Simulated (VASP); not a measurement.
# C (P2_1/m) in VASP: a series of runs

C is run at these levels: PBEsol+D3(BJ); tasks: single point.

Program: VASP 6.6.1. These are calculated values, not measurements. Logs are shortened: lines on timing, memory, paths and dates and some standing lists are left out, and cuts for length are marked.

## Step 1: The cell of the first run

The structure is monoclinic, space group P2_1/m (No. 11). The conventional cell has a = 2.147 Å, b = 6.119 Å, c = 2.486 Å, α = 90.00°, β = 106.54°, γ = 90.00°. C (site symmetry m) has 3 C at 1.24 to 1.61 Å within 1.7 Å. C (site symmetry m) has 3 C at 1.24 to 1.61 Å within 1.7 Å.

## Step 2: Single point, PBEsol+D3(BJ) (engineering shear strain xy -0.3000, normal strain along z -0.0700)

INCAR

```
ALGO = Normal
EDIFF = 1E-6
ENCUT = 520
GGA = PS
ISIF = 2
ISMEAR = 0
IVDW = 12
LASPH = T
LCHARG = F
LREAL = F
LWAVE = F
NBANDS = 16
NELM = 100
PREC = Accurate
SIGMA = 0.15
```

KPOINTS

```
k-points
0
Gamma
  18 18 6
```

POSCAR

```
C
1.0
    2.4580081300     -0.3687012195      0.0000000000
   -1.5483086875      2.3130480930      0.0000000000
    0.0000000000      0.0000000000      6.1194527631
C
4
Direct
    0.0000000000      0.0000000000      0.0025000000
    0.0000000000      0.0000000000      0.5025000000
    0.3333333333      0.6666666667      0.0025000000
    0.6666666667      0.3333333333      0.5025000000
```

Potentials or basis: VASP PAW PBE potentials, release 64 (C).

The run is started by

```console
$ cat potpaw_PBE.64/C/POTCAR > POTCAR
$ mpirun -np 1 vasp_std > vasp.out
```

OUTCAR:

```text
EDIFF = 1E-6
   ENCUT = 520
   GGA = PS
   ISIF = 2
   ISMEAR = 0
   IVDW = 12
   LASPH = T
   LREAL = F
   NELM = 100
   PREC = Accurate
 IVDW          = 12

 ion  position               nearest neighbor table
   1  0.000  0.000  0.002-   3 1.24   3 1.44   3 1.61
   2  0.000  0.000  0.502-   4 1.24   4 1.44   4 1.61
   3  0.333  0.667  0.002-   1 1.24   1 1.44   1 1.61
   4  0.667  0.333  0.502-   2 1.24   2 1.44   2 1.61

  LATTYP: Found a simple monoclinic cell.
 ALAT       =     2.1466340723
 B/A-ratio  =     2.8507200376
 C/A-ratio  =     1.1578624105
 COS(beta)  =    -0.2847292703

  Lattice vectors:

 A1 = (   0.9096994425,   1.9443468735,   0.0000000000)
 A2 = (   0.0000000000,   0.0000000000,  -6.1194527631)
 A3 = (  -2.4580081300,   0.3687012195,   0.0000000000)

Analysis of symmetry for initial positions (statically):
=====================================================================
 Subroutine PRICEL returns:
 Original cell was already a primitive cell.

 Routine SETGRP: Setting up the symmetry group for a
 simple monoclinic supercell.

 Subroutine GETGRP returns: Found  4 space group operations
 (whereof  1 operations were pure point group operations)
 out of a pool of  4 trial point group operations.

The static configuration has the point symmetry C_1 .
 The point group associated with its full space group is C_2h.

Analysis of symmetry for dynamics (positions and initial velocities):
=====================================================================
 Subroutine PRICEL returns:
 Original cell was already a primitive cell.

 Routine SETGRP: Setting up the symmetry group for a
 simple monoclinic supercell.

 Subroutine GETGRP returns: Found  4 space group operations
 (whereof  1 operations were pure point group operations)
 out of a pool of  4 trial point group operations.

The dynamic configuration has the point symmetry C_1 .
 The point group associated with its full space group is C_2h.

 Subroutine INISYM returns: Found  4 space group operations
 (whereof  1 operations are pure point group operations),
 and found     1 'primitive' translations

----------------------------------------------------------------------------------------

                                     Primitive cell

  volume of cell :      31.2987

  direct lattice vectors                    reciprocal lattice vectors
     2.458008130 -0.368701220  0.000000000     0.452241731  0.302721679  0.000000000
    -1.548308688  2.313048093  0.000000000     0.072087597  0.480583977  0.000000000
     0.000000000  0.000000000  6.119452763     0.000000000  0.000000000  0.163413305

  length of vectors
     2.485506901  2.783424379  6.119452763     0.544208598  0.485960472  0.163413305

  position of ions in fractional coordinates (direct lattice)
     0.000000000  0.000000000  0.002500000
     0.000000000  0.000000000  0.502500000
     0.333333333  0.666666667  0.002500000
     0.666666667  0.333333333  0.502500000

  ion indices of the primitive-cell ions
   primitive index   ion index
                 1           1
                 2           2
                 3           3
                 4           4

----------------------------------------------------------------------------------------

 KPOINTS: k-points

Automatic generation of k-mesh.
 Grid dimensions read from file:
 generate k-points for:   18   18    6

 Generating k-lattice:

  Cartesian coordinates                     Fractional coordinates (reciprocal lattice)
     0.025124541  0.016817871  0.000000000     0.055555556  0.000000000  0.000000000
     0.004004866  0.026699110  0.000000000    -0.000000000  0.055555556  0.000000000
     0.000000000  0.000000000  0.027235551     0.000000000  0.000000000  0.166666667

  Length of vectors
     0.030233811  0.026997804  0.027235551

  Shift w.r.t. Gamma in fractional coordinates (k-lattice)
     0.000000000  0.000000000  0.000000000

 Subroutine IBZKPT returns following result:
 ===========================================

 Found    656 irreducible k-points:

 Following reciprocal coordinates:
            Coordinates               Weight
  0.000000  0.000000  0.000000      1.000000
  0.055556 -0.000000  0.000000      2.000000
  0.111111 -0.000000  0.000000      2.000000
  0.166667  0.000000  0.000000      2.000000
  0.222222  0.000000  0.000000      2.000000
  0.277778 -0.000000  0.000000      2.000000
[... 16 lines left out ...]
 -0.333333  0.055556  0.000000      2.000000
 -0.277778  0.055556  0.000000      2.000000
 [... further k-points ...]
   k-points           NKPTS =    656   k-points in BZ     NKDIM =    656   number of bands    NBANDS=     16
   number of dos      NEDOS =    301   number of ions     NIONS =      4
   total plane-waves  NPLWV =  20736
   dimension x,y,z NGX =    18 NGY =   24 NGZ =   48
   dimension x,y,z NGXF=    36 NGYF=   48 NGZF=   96
   ions per type =               4
   NGX,Y,Z   is equivalent  to a cutoff of  12.04, 14.33, 13.04 a.u.
   NGXF,Y,Z  is equivalent  to a cutoff of  24.08, 28.67, 26.08 a.u.
 SYSTEM =  unknown system
   PREC   = accura    normal or accurate (medium, high low for compatibility)
   ISTART =      0    job   : 0-new  1-cont  2-samecut
   ICHARG =      2    charge: 1-file 2-atom 10-const
   ISPIN  =      1    spin polarized calculation?
   LNONCOLLINEAR =      F non collinear calculations
   LSORBIT =      F    spin-orbit coupling
   LASPH  =      T    aspherical Exc in radial PAW
   ENCUT  =  520.0 eV  38.22 Ry    6.18 a.u.   4.62  5.18 11.38*2*pi/ulx,y,z
   NELM   =    100;   NELMIN=  2; NELMDL= -5     # of ELM steps
   EDIFF  = 0.1E-05   stopping-criterion for ELM
   LREAL  =      F    real-space projection
   EDIFFG = 0.1E-04   stopping-criterion for IOM
   NSW    =      0    number of steps for IOM
   IBRION =     -1    ionic relax: 0-MD 1-quasi-New 2-CG
   NFREE  =      0    steps in history (QN), initial steepest desc. (CG)
   ISIF   =      2    stress and relaxation
   ISYM   =      2    0-nonsym 1-usesym 2-fastsym
   POTIM  = 0.5000    time-step for ionic-motion
   TEBEG  =    0.0;   TEEND  =   0.0 temperature during run
   PSTRESS=    0.0 pullay stress
   NELECT =      16.0000    total number of electrons
   NUPDOWN=      -1.0000    fix difference up-down
   EMIN   =  10.00;   EMAX   =-10.00  energy-range for DOS
   EFERMI =   0.00;   METHOD = LEGACY
   ISMEAR =     0;   SIGMA  =   0.15  broadening in eV -4-tet -1-fermi 0-gaus
   EFERMI_NEDOS =   21; number of points for ismear=-14 and -15
   IALGO  =     38    algorithm
   IMIX   =      4    mixing-type and parameters
     AMIX     =   0.40;   BMIX     =  1.00
     AMIX_MAG =   1.60;   BMIX_MAG =  1.00
  volume/ion in A,a.u.               =       7.82        52.80
  Fermi-wavevector in a.u.,A,eV,Ry     =   1.308999  2.473649 23.313286  1.713478
  Thomas-Fermi vector in A             =   2.439628
   LORBIT       =      0    0 simple, 1 ext, 2 COOP (PROOUT), +10 PAW based schemes
   GGA     = PS    functional components
   LHFCALC =     F    Hartree Fock is set to
   AEXX    =    0.0000 exact exchange contribution
   IVDW    =    12    specifies the selected vdW correction
   LEPSILON=     F    determine dielectric tensor
   LRPA    =     F    only Hartree local field effects (RPA)
 non-spin polarized calculation
 Gauss-broadening in eV      SIGMA  =   0.15
  energy-cutoff  :      520.00
  volume of cell :       31.30
 maximum number of plane-waves:       865
   NGX =  9   NGY = 11   NGZ = 23

 number of electron      16.0000000 magnetization

 Free energy of the ion-electron system (eV)
  ---------------------------------------------------
  ext. energy  EPLUGINS =         0.00000000
  ---------------------------------------------------
  free energy    TOTEN  =       -33.76732653 eV

  energy without entropy =      -33.76637022  energy(sigma->0) =      -33.76684837

 E-fermi :   6.3944     XC(G=0): -11.2687

 val. band max:        6.3124629362   @ k =   0.4444   0.1111   0.3333
 cond. band min:       6.4683977050   @ k =   0.4444   0.1111   0.3333
 fundamental gap:      0.1559347687
 Fermi energy:         6.3943919716

 k-point     1 :       0.0000    0.0000    0.0000
  band No.  band energies     occupation
      1     -14.5148      2.00000
      2     -13.9396      2.00000
      3      -3.6581      2.00000
      4      -0.6047      2.00000
      5       1.4750      2.00000
      6       1.5247      2.00000
[... 8 lines left out ...]
     15      17.1696      0.00000
     16      18.1079      0.00000

 k-point     2 :       0.0556   -0.0000    0.0000
  band No.  band energies     occupation
      1     -14.4184      2.00000
      2     -13.8469      2.00000
      3      -3.5349      2.00000
      4      -0.4925      2.00000
      5       1.3175      2.00000
      6       1.3802      2.00000
[... 8 lines left out ...]
     15      16.8498      0.00000
     16      18.4254      0.00000

 k-point     3 :       0.1111   -0.0000    0.0000
  band No.  band energies     occupation
      1     -14.1302      2.00000
      2     -13.5698      2.00000
      3      -3.1664      2.00000
      4      -0.1574      2.00000
      5       0.8695      2.00000
      6       0.9628      2.00000
[... 8 lines left out ...]
     15      16.1722      0.00000
     16      18.9525      0.00000

 k-point     4 :       0.1667    0.0000    0.0000
  band No.  band energies     occupation
      1     -13.6532      2.00000
      2     -13.1114      2.00000
      3      -2.5554      2.00000
      4       0.2005      2.00000
      5       0.3283      2.00000
      6       0.3955      2.00000
[... 8 lines left out ...]
     15      16.2076      0.00000
     16      19.4822      0.00000

 k-point     5 :       0.2222    0.0000    0.0000
  band No.  band energies     occupation
      1     -12.9933      2.00000
      2     -12.4776      2.00000
      3      -1.7073      2.00000
      4      -0.5901      2.00000
      5      -0.4355      2.00000
      6       0.6602      2.00000
[... 8 lines left out ...]
     15      17.3386      0.00000
     16      19.9488      0.00000

 k-point     6 :       0.2778   -0.0000    0.0000
  band No.  band energies     occupation
      1     -12.1599      2.00000
      2     -11.6781      2.00000
      3      -1.4416      2.00000
      4      -1.2878      2.00000
      5      -0.6305      2.00000
      6      -0.5704      2.00000
[... 8 lines left out ...]
     15      18.9715      0.00000
     16      20.2384      0.00000
[... 267 lines left out ...]
 k-point    21 :      -0.4444    0.0556    0.0000
  band No.  band energies     occupation
      1      -9.6109      2.00000
      2      -9.2680      2.00000
      3      -4.1591      2.00000
      4      -3.9713      2.00000
      5      -2.7623      2.00000
      6      -2.6491      2.00000
[... 8 lines left out ...]
     15      19.7059      0.00000
     16      21.7394      0.00000

 k-point    22 :      -0.3889    0.0556    0.0000
  band No.  band energies     occupation
      1     -10.7409      2.00000
      2     -10.3310      2.00000
      3      -2.8164      2.00000
      4      -2.7026      2.00000
      5      -2.3096      2.00000
      6      -2.2325      2.00000
[... 8 lines left out ...]
     15      20.4625      0.00000
     16      21.4569      0.00000

 k-point    23 :      -0.3333    0.0556    0.0000
  band No.  band energies     occupation
      1     -11.7716      2.00000
      2     -11.3122      2.00000
      3      -2.2570      2.00000
      4      -2.0670      2.00000
      5      -0.9821      2.00000
      6      -0.8604      2.00000
[... 8 lines left out ...]
     15      20.1932      0.00000
     16      20.5934      0.00000

 k-point    24 :      -0.2778    0.0556    0.0000
  band No.  band energies     occupation
      1     -12.6593      2.00000
      2     -12.1609      2.00000
      3      -1.6744      2.00000
      4      -1.4882      2.00000
      5      -1.2719      2.00000
      6       0.5074      2.00000
[... 8 lines left out ...]
     15      18.7389      0.00000
     16      20.1509      0.00000

 [... further k-points ...]

------------------------ aborting loop because EDIFF is reached ----------------------------------------

 Edisp (eV)   -0.40326

 E8    (eV) :    -0.1960

  FORCE on cell =-STRESS in cart. coord.  units (eV):
  Direction    XX          YY          ZZ          XY          YZ          ZX
  --------------------------------------------------------------------------------------
  -------------------------------------------------------------------------------------
  Total      12.10964    10.93195     0.67320    30.69883     0.00000     0.00000
  in kB     619.89068   559.60488    34.46091  1571.46878     0.00000     0.00000
  external pressure =      404.65 kB  Pullay stress =        0.00 kB

 VOLUME and BASIS-vectors are now :
 -----------------------------------------------------------------------------
  energy-cutoff  :      520.00
  volume of cell :       31.30
      direct lattice vectors                 reciprocal lattice vectors
     2.458008130 -0.368701220  0.000000000     0.452241731  0.302721679  0.000000000
    -1.548308688  2.313048093  0.000000000     0.072087597  0.480583977  0.000000000
     0.000000000  0.000000000  6.119452763     0.000000000  0.000000000  0.163413305

 POSITION                                       TOTAL-FORCE (eV/Angst)
 -----------------------------------------------------------------------------------
      0.00000      0.00000      0.01530         5.033844      2.565676      0.000000
      0.00000      0.00000      3.07503        -5.033844     -2.565676      0.000000
     -0.21287      1.41913      0.01530        -5.116126     -2.599173      0.000000
      1.12257      0.52522      3.07503         5.116126      2.599173      0.000000
 -----------------------------------------------------------------------------------
    total drift:                               -0.000000     -0.000000      0.000006

  FREE ENERGIE OF THE ION-ELECTRON SYSTEM (eV)
  ---------------------------------------------------
  free  energy   TOTEN  =       -34.1705824678 eV

  energy  without entropy=      -34.1696261514  energy(sigma->0) =      -34.17010431
```

Wall time 2.3 min (1 thread of Intel Xeon 6975P-C (Granite Rapids), shared host); peak memory 0.35 GiB.

Results:

| Quantity | Value |
| --- | --- |
| Free energy | -34.1706 eV |
| Pressure | 40.5 GPa |
| Largest force | 5.739 eV/Å |
| Band gap on the k mesh | 0.16 eV, direct |
| Dispersion energy per atom | -0.101 eV |

Forces in eV/Å, atoms in the order of the input:
```
C    5.034  2.566  0.000
C   -5.034 -2.566  0.000
C   -5.116 -2.599  0.000
C    5.116  2.599  0.000
```

Stress tensor (GPa, compression positive):
```
 61.99 157.15   0.00
157.15  55.96   0.00
  0.00   0.00   3.45
```

Levels at points of the mesh, in eV from the valence-band top:
```tsv
k point	band 5	band 6	band 7	band 8	band 9	band 10	band 11	band 12
(0.00, 0.00, 0.00)	-4.84	-4.79	-1.73	-1.70	2.83	3.01	4.38	9.63
(0.50, 0.00, 0.00)	-8.89	-8.79	-1.11	-0.37	0.86	1.23	1.26	1.95
(0.00, 0.50, 0.00)	-6.03	-5.97	-3.57	-2.53	1.47	2.53	7.20	7.64
(0.50, 0.50, 0.00)	-5.77	-4.68	-3.25	-3.19	0.57	2.26	8.96	9.55
(0.00, 0.00, 0.50)	-4.78	-4.78	-1.71	-1.71	2.91	2.91	7.67	7.67
(0.50, 0.00, 0.50)	-8.85	-8.85	-0.25	-0.25	0.38	0.38	1.71	1.71
(0.00, 0.50, 0.50)	-6.01	-6.01	-2.88	-2.88	1.58	1.58	7.44	7.44
(0.50, 0.50, 0.50)	-5.07	-5.07	-3.22	-3.22	0.82	0.82	11.75	11.75
```

Caveat: the cell differs from its parent crystal (engineering shear strain xy -0.3000, normal strain along z -0.0700); the PAW data sets were made with another functional, which shifts forces and pressure a little.

## Step 3: Single point, PBEsol+D3(BJ) (engineering shear strain xy -0.2250, normal strain along z +0.0700)

INCAR

```
ALGO = Normal ; EDIFF = 1E-6
ENCUT = 520 ; GGA = PS
ISIF = 2 ; ISMEAR = 0
IVDW = 12 ; LASPH = T
LCHARG = T ; LELF = T
LREAL = F ; LVHAR = T
LWAVE = F ; NBANDS = 16
NELM = 60 ; PREC = Accurate
SIGMA = 0.15
```

KPOINTS is that of step 2.

POSCAR

```
C
1.0
    2.4580081303     -0.2765259146      0.0000000000
   -1.4684825321      2.2669604409      0.0000000000
    0.0000000000      0.0000000000      7.0406607111
C
4
Direct
    0.0000000000      0.0000000000      0.0025000000
    0.0000000000      0.0000000000      0.5025000000
    0.3333333333      0.6666666667      0.0025000000
    0.6666666667      0.3333333333      0.5025000000
```

Potentials or basis: VASP PAW PBE potentials, release 64 (C).

The run is started by

```console
$ cat potpaw_PBE.64/C/POTCAR > POTCAR
$ mpirun -np 1 vasp_std > vasp.out
```

It took 8.4 min on 1 thread of AMD EPYC 7R43 (Zen 3), shared host; peak memory 0.33 GiB.

Results (log left out):

```yaml
Free_energy: -36.3390 eV
Pressure: 19.5 GPa
Largest_force: 3.740 eV/Å
Band_gap_on_the_k_mesh: 0.44 eV, indirect (least direct gap 0.55 eV)
Dispersion_energy_per_atom: -0.096 eV
```

Forces on the atoms (eV/Å):
```
C    3.397  1.532  0.000
C   -3.397 -1.532  0.000
C   -3.411 -1.535  0.000
C    3.411  1.535  0.000
```

Stress tensor (GPa, compression positive):
```
 31.24 102.38   0.00
102.38  28.84   0.00
  0.00   0.00  -1.53
```

Levels at points of the mesh, in eV from the valence-band top:
```csv
k point,band 5,band 6,band 7,band 8,band 9,band 10,band 11,band 12
"(0.00, 0.00, 0.00)",-3.99,-3.97,-2.12,-2.11,3.48,4.48,4.53,8.86
"(0.50, 0.00, 0.00)",-8.28,-8.24,-0.95,-0.45,1.10,1.28,2.98,3.25
"(0.00, 0.50, 0.00)",-6.08,-6.06,-2.83,-2.31,1.56,2.18,7.56,7.80
"(0.50, 0.50, 0.00)",-4.49,-3.99,-3.98,-3.96,1.09,2.00,9.14,9.53
"(0.00, 0.00, 0.50)",-3.97,-3.97,-2.11,-2.11,4.50,4.50,5.71,5.71
"(0.50, 0.00, 0.50)",-8.26,-8.26,-0.63,-0.63,1.07,1.07,3.12,3.12
"(0.00, 0.50, 0.50)",-6.07,-6.07,-2.54,-2.54,1.74,1.74,7.68,7.68
"(0.50, 0.50, 0.50)",-4.20,-4.20,-3.98,-3.98,1.36,1.36,11.14,11.14
```

Caveat: the cell differs from its parent crystal (engineering shear strain xy -0.2250, normal strain along z +0.0700); the PAW data sets were made with another functional, which shifts forces and pressure a little. A k mesh can miss the band edges.
